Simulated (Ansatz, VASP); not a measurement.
## One calculation of GaSb2, two programs

File INCAR:

```
PREC = Accurate ; ENCUT = 600
EDIFF = 1E-6 ; ISMEAR = 0
SIGMA = 0.1 ; LREAL = False
LASPH = True ; NELM = 60
ALGO = Normal ; ISIF = 3
LWAVE = False ; LCHARG = False
GGA = PE ; IBRION = 2
NSW = 90 ; EDIFFG = -0.04
```

KPOINTS

```
regular mesh
0
Gamma
  6 6 4
```

Contents of POSCAR:

```
GaSb2
1.0
    3.8300470100      0.0000000000      0.0000000000
   -1.9150235000      3.3169180100      0.0000000000
    0.0000000000      0.0000000000      6.1462552600
Ga Sb
1 2
Direct
    0.0000000000      0.0000000000      0.5000000000
    0.3333333300      0.6666666700      0.2521245200
    0.6666666700      0.3333333300      0.7478754800
```

Input for Ansatz:

```yaml
crystal:
  lattice:
    - [3.83004701, 0.0, 0.0]
    - [-1.9150235, 3.31691801, 0.0]
    - [0.0, 0.0, 6.14625526]
  atoms:
    - { symbol: Ga, position: [0.0, 0.0, 0.5] }
    - { symbol: Sb, position: [0.33333333, 0.66666667, 0.25212452] }
    - { symbol: Sb, position: [0.66666667, 0.33333333, 0.74787548] }
basis:
  ecutwfc: 420
kpoints:
  mp_grid: { grid: [6, 6, 4] }
hamiltonian:
  xc: pbe
scf:
  occupations: { method: gaussian, width: 0.1 }
  lower_state_search: "off"
output:
  forces: true
  stress: true
  eigenvalues: true
relax:
  adjacent_minimum: "off"
  f_tol: 0.04
  max_steps: 70
  cell: { stress_tol: 0.4 }
```

Change from the starting cell: species swapped into the CrTe2 type (P-3m1, No. 164).

Alike in both runs: task relaxation of cell and atoms; functional PBE; k mesh 6 × 6 × 4; occupations gaussian, width 0.1 eV; no spin polarisation.

|  | VASP | Ansatz |
| --- | --- | --- |
| version | VASP 6.6.1 | Ansatz 0.2.0 |
| potentials or method | VASP PAW PBE potentials, release 64 (Ga_d, Sb), cutoff 600 eV | scalar-relativistic, plane waves, PAW |
| valence electrons in the cell | 23 | 43 |

```csv
,VASP,Ansatz,Ansatz less VASP
"gap on the k mesh at the Fermi level, each at its own relaxed structure (eV)",none,none,-
relaxed volume (Å³/atom),26.42,26.36,-0.060
relaxed cell length with the largest relative difference (Å),4.185,4.177,-0.0074
```

A gap of «none» marks a metal or a gap that the smearing closes. VASP's potentials hold 23 valence electrons a cell and Ansatz's 43, so a difference there can come from the potentials and not from the codes.

Neither program's run includes spin-orbit coupling.
